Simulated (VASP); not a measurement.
# Ir (Fm-3m) in VASP: a series of runs, part 2 of 2

VASP 6.6.1. The steps go on from the part before.

## 5. Single point, LDA

This run uses another cell than the first one, of 13.86 Å³/atom.

File INCAR:

```
SYSTEM = Ir
  ALGO = Normal
  EDIFF = 1E-6
  ENCUT = 560
  GGA_COMPAT = .False.
  ISIF = 2
  ISMEAR = -1
  LASPH = .True.
  LCHARG = .False.
  LREAL = .False.
  LWAVE = .False.
  NBANDS = 14
  NELM = 120
  PREC = Accurate
  SIGMA = 0.15
```

File KPOINTS:

```
k-points
0
Gamma
  18 18 18
  0 0 0
```

File POSCAR:

```
Ir
1.0
    0.0000000000      1.9064313894      1.9064313894
    1.9064313894      0.0000000000      1.9064313894
    1.9064313894      1.9064313894      0.0000000000
Ir
1
Direct
    0.0000000000      0.0000000000      0.0000000000
```

Potentials or basis: VASP PAW LDA potentials, release 64 (Ir_sv_GW).

Launch:

```console
$ cat potpaw_LDA.64/Ir_sv_GW/POTCAR > POTCAR
$ mpirun -np 1 vasp_std > vasp.out
```

OUTCAR:

```text
SYSTEM = Ir
   EDIFF = 1E-6
   ENCUT = 560
   ISIF = 2
   ISMEAR = -1
   LASPH = .True.
   LREAL = .False.
   NELM = 120
   PREC = Accurate

 ion  position               nearest neighbor table
   1  0.000  0.000  0.000-

  LATTYP: Found a face centered cubic cell.
 ALAT       =     3.8128627788

  Lattice vectors:

 A1 = (   0.0000000000,   1.9064313894,   1.9064313894)
 A2 = (   1.9064313894,   0.0000000000,   1.9064313894)
 A3 = (   1.9064313894,   1.9064313894,   0.0000000000)

Analysis of symmetry for initial positions (statically):
[... 587 lines left out ...]

------------------------ aborting loop because EDIFF is reached ----------------------------------------

  FORCE on cell =-STRESS in cart. coord.  units (eV):
  Direction    XX          YY          ZZ          XY          YZ          ZX
  --------------------------------------------------------------------------------------
  -------------------------------------------------------------------------------------
  Total       -0.0312012     -0.0312012     -0.0312012      0.0000000     -0.0000000      0.0000000
  in kB       -3.6073493     -3.6073493     -3.6073493      0.0000000     -0.0000000      0.0000000
  external PRESSURE =      -3.6073493 kB  Pullay stress =       0.0000000 kB

 VOLUME and BASIS-vectors are now :
 -----------------------------------------------------------------------------
  energy-cutoff  :      560.00
  volume of cell :       13.86
      direct lattice vectors                 reciprocal lattice vectors
     0.000000000  1.906431389  1.906431389    -0.262270126  0.262270126  0.262270126
     1.906431389  0.000000000  1.906431389     0.262270126 -0.262270126  0.262270126
     1.906431389  1.906431389  0.000000000     0.262270126  0.262270126 -0.262270126

 POSITION                                       TOTAL-FORCE (eV/Angst)
 -----------------------------------------------------------------------------------
      0.00000      0.00000      0.00000        -0.000000      0.000000      0.000000
 -----------------------------------------------------------------------------------
    total drift:                                0.000000      0.000000     -0.000000

  FREE ENERGIE OF THE ION-ELECTRON SYSTEM (eV)
  ---------------------------------------------------
  free  energy   TOTEN  =       -10.9403092046 eV

  energy  without entropy=      -10.8748219177  energy(sigma->0) =      -10.90756556
```

OSZICAR:

```text
N       E                     dE             d eps       ncg     rms          rms(c)
DAV:   1     0.116077458712E+03    0.11608E+03   -0.11852E+04  5548   0.134E+03
DAV:   2    -0.104369214139E+02   -0.12651E+03   -0.12134E+03  6960   0.405E+02
DAV:   3    -0.121420170951E+02   -0.17051E+01   -0.17005E+01  5994   0.446E+01
DAV:   4    -0.121445726484E+02   -0.25556E-02   -0.25555E-02  6510   0.211E+00
DAV:   5    -0.121445779980E+02   -0.53496E-05   -0.53512E-05  6018   0.906E-02    0.716E+01
DAV:   6    -0.110474113250E+02    0.10972E+01   -0.14446E+00  5754   0.127E+01    0.387E+01
DAV:   7    -0.109580572515E+02    0.89354E-01   -0.40430E-01  6186   0.622E+00    0.738E+00
DAV:   8    -0.109405032443E+02    0.17554E-01   -0.62670E-02  5490   0.313E+00    0.677E-01
DAV:   9    -0.109404461446E+02    0.57100E-04   -0.72311E-04  6210   0.319E-01    0.318E-01
DAV:  10    -0.109403113269E+02    0.13482E-03   -0.23962E-04  5922   0.225E-01    0.242E-01
DAV:  11    -0.109403092687E+02    0.20582E-05   -0.51568E-06  6222   0.301E-02    0.527E-02
DAV:  12    -0.109403092046E+02    0.64102E-07   -0.17563E-07  2904   0.471E-03
   1 F= -.10940309E+02 E0= -.10907566E+02  d E =-.654873E-01
```

stdout:

```text
POSCAR found type information on POSCAR Ir
 POSCAR found :  1 types and       1 ions
 scaLAPACK will be used
 LDA part: xc-table for (Slater(with rela. corr.)+CA(PZ))
 , standard interpolation
 POSCAR, INCAR and KPOINTS ok, starting setup
 FFT: planning ... GRIDC
 FFT: planning ... GRID_SOFT
 FFT: planning ... GRID
 WAVECAR not read
 entering main loop
```

Wall time 14 s (1 thread of Intel Xeon 6975P-C (Granite Rapids), shared host); peak memory 0.17 GiB.

Results:

* Free energy: -10.9403 eV
* Pressure: -0.4 GPa
* Band gap on the k mesh: zero (an odd number of electrons rules out a gap without spin polarisation)

Caveat: spin-orbit coupling is left out, which moves the levels of the heavy elements.

## 6. Single point, LDA

This run uses another cell than the first one, of 13.84 Å³/atom.

File INCAR:

```
PREC = Accurate
ENCUT = 560
EDIFF = 1E-6
ISMEAR = 0
SIGMA = 0.1
LREAL = F
LASPH = T
NELM = 120
ALGO = Normal
ISIF = 2
LWAVE = F
LCHARG = F
NBANDS = 14
GGA_COMPAT = F
```

File KPOINTS:

```
regular mesh
0
Gamma
  18 18 18
```

File POSCAR:

```
Ir
1.0
    0.0000000000      1.9054680003      1.9054680003
    1.9054680003      0.0000000000      1.9054680003
    1.9054680003      1.9054680003      0.0000000000
Ir
1
Direct
    0.0000000000      0.0000000000      0.0000000000
```

Potentials or basis: VASP PAW LDA potentials, release 64 (Ir_sv_GW).

Launch:

```console
$ cat potpaw_LDA.64/Ir_sv_GW/POTCAR > POTCAR
$ mpirun -np 1 vasp_std > vasp.out
```

OUTCAR:

```text
PREC = Accurate
   ENCUT = 560
   EDIFF = 1E-6
   ISMEAR = 0
   LREAL = F
   LASPH = T
   NELM = 120
   ISIF = 2

 ion  position               nearest neighbor table
   1  0.000  0.000  0.000-

  LATTYP: Found a face centered cubic cell.
 ALAT       =     3.8109360006

  Lattice vectors:

 A1 = (   0.0000000000,   1.9054680003,   1.9054680003)
 A2 = (   1.9054680003,   0.0000000000,   1.9054680003)
 A3 = (   1.9054680003,   1.9054680003,   0.0000000000)

Analysis of symmetry for initial positions (statically):
=====================================================================
 Subroutine PRICEL returns:
 Original cell was already a primitive cell.

 Routine SETGRP: Setting up the symmetry group for a
 face centered cubic supercell.

 Subroutine GETGRP returns: Found 48 space group operations
 (whereof 48 operations were pure point group operations)
 out of a pool of 48 trial point group operations.

The static configuration has the point symmetry O_h .

Analysis of symmetry for dynamics (positions and initial velocities):
=====================================================================
 Subroutine PRICEL returns:
 Original cell was already a primitive cell.

[... 168 lines left out ...]
      6       9.0537      2.00000
      7       9.0537      2.00000
      8       9.0537      2.00000
      9      11.8721      2.00000
     10      11.8721      2.00000
     11      26.6754      0.00000
     12      32.2738      0.00000
     13      32.2738      0.00000
     14      32.2738      0.00000
[... 377 lines left out ...]
      1     -79.4753      2.00000
      2     -36.5711      2.00000
      3     -36.2378      2.00000
      4     -36.1997      2.00000
      5       4.0279      2.00000
      6       8.3807      2.00000
      7       9.5304      2.00000
      8       9.6217      2.00000
      9      11.5503      2.00000
     10      12.4501      2.00000
     11      27.0255      0.00000
     12      29.7183      0.00000
     13      34.9385      0.00000
     14      36.1537      0.00000

 [... further k-points ...]

------------------------ aborting loop because EDIFF is reached ----------------------------------------

  FORCE on cell =-STRESS in cart. coord.  units (eV):
  Direction    XX          YY          ZZ          XY          YZ          ZX
  --------------------------------------------------------------------------------------
  -------------------------------------------------------------------------------------
  Total       -0.0307834     -0.0307834     -0.0307834      0.0000000     -0.0000000      0.0000000
  in kB       -3.5644456     -3.5644456     -3.5644456      0.0000000     -0.0000000      0.0000000
  external PRESSURE =      -3.5644456 kB  Pullay stress =       0.0000000 kB

 VOLUME and BASIS-vectors are now :
 -----------------------------------------------------------------------------
  energy-cutoff  :      560.00
  volume of cell :       13.84
      direct lattice vectors                 reciprocal lattice vectors
     0.000000000  1.905468000  1.905468000    -0.262402727  0.262402727  0.262402727
     1.905468000  0.000000000  1.905468000     0.262402727 -0.262402727  0.262402727
     1.905468000  1.905468000  0.000000000     0.262402727  0.262402727 -0.262402727

 POSITION                                       TOTAL-FORCE (eV/Angst)
 -----------------------------------------------------------------------------------
      0.00000      0.00000      0.00000         0.000000      0.000000      0.000000
 -----------------------------------------------------------------------------------
    total drift:                               -0.000000      0.000000      0.000000

  FREE ENERGIE OF THE ION-ELECTRON SYSTEM (eV)
  ---------------------------------------------------
  free  energy   TOTEN  =       -10.9094093797 eV

  energy  without entropy=      -10.9045525973  energy(sigma->0) =      -10.90698099
```

OSZICAR:

```text
N       E                     dE             d eps       ncg     rms          rms(c)
DAV:   1     0.115323898946E+03    0.11532E+03   -0.11986E+04  5584   0.135E+03
DAV:   2    -0.103876970164E+02   -0.12571E+03   -0.12066E+03  6984   0.403E+02
DAV:   3    -0.121114648458E+02   -0.17238E+01   -0.17198E+01  5910   0.446E+01
DAV:   4    -0.121139802918E+02   -0.25154E-02   -0.25154E-02  6564   0.213E+00
DAV:   5    -0.121139853910E+02   -0.50992E-05   -0.50998E-05  5958   0.897E-02    0.716E+01
DAV:   6    -0.110169600823E+02    0.10970E+01   -0.14382E+00  5742   0.127E+01    0.387E+01
DAV:   7    -0.109269724056E+02    0.89988E-01   -0.40474E-01  6174   0.623E+00    0.738E+00
DAV:   8    -0.109096044301E+02    0.17368E-01   -0.61630E-02  5490   0.311E+00    0.667E-01
DAV:   9    -0.109095457501E+02    0.58680E-04   -0.72349E-04  6252   0.315E-01    0.318E-01
DAV:  10    -0.109094114060E+02    0.13434E-03   -0.23417E-04  5862   0.223E-01    0.243E-01
DAV:  11    -0.109094094454E+02    0.19606E-05   -0.49170E-06  6228   0.295E-02    0.524E-02
DAV:  12    -0.109094093797E+02    0.65704E-07   -0.17278E-07  2856   0.469E-03
   1 F= -.10909409E+02 E0= -.10906981E+02  d E =-.485678E-02
```

stdout:

```text
POSCAR found type information on POSCAR Ir
 POSCAR found :  1 types and       1 ions
 scaLAPACK will be used
 LDA part: xc-table for (Slater(with rela. corr.)+CA(PZ))
 , standard interpolation
 POSCAR, INCAR and KPOINTS ok, starting setup
 FFT: planning ... GRIDC
 FFT: planning ... GRID_SOFT
 FFT: planning ... GRID
 WAVECAR not read
 entering main loop
```

It took 13 s on 1 thread of Intel Xeon 6975P-C (Granite Rapids), shared host; peak memory 0.17 GiB.

Results:

| Item | Value |
| --- | --- |
| Free energy | -10.9094 eV |
| Pressure | -0.4 GPa |
| Band gap on the k mesh | zero (an odd number of electrons rules out a gap without spin polarisation) |

Caveat: spin-orbit coupling is left out, which moves the levels of the heavy elements.

## 7. Summary

| task | cell | k mesh | smearing | gap on the mesh (eV) | pressure (GPa) |
| --- | --- | --- | --- | --- | --- |
| single point | a = 2.698 Å, angles 60.0°, 1 atom | 8 × 8 × 8 | gaussian 0.1 eV | none | -0.4 |
| single point | a = 2.725 Å, angles 60.0°, 1 atom | 8 × 8 × 8 | gaussian 0.1 eV | none | -11.5 |
| relaxation of cell and atoms | relaxed from a = 2.725 Å, angles 60.0°, 1 atom | 8 × 8 × 8 | gaussian 0.1 eV | none | -0.1 |
| single point | a = 2.696 Å, angles 60.0°, 1 atom | 18 × 18 × 18 | fermi-dirac 0.15 eV | none | -0.4 |
| single point | a = 2.695 Å, angles 60.0°, 1 atom | 18 × 18 × 18 | gaussian 0.1 eV | none | -0.4 |

Alike in all rows: level LDA; potentials or basis VASP PAW LDA potentials, release 64 (Ir_sv_GW); no spin polarisation; cutoff (eV) 560.

Caveats: spin-orbit coupling is left out, which moves the levels of the heavy elements; the cell stands under tension (at least some runs).

Absolute energies hang on the potentials; compare differences alone.
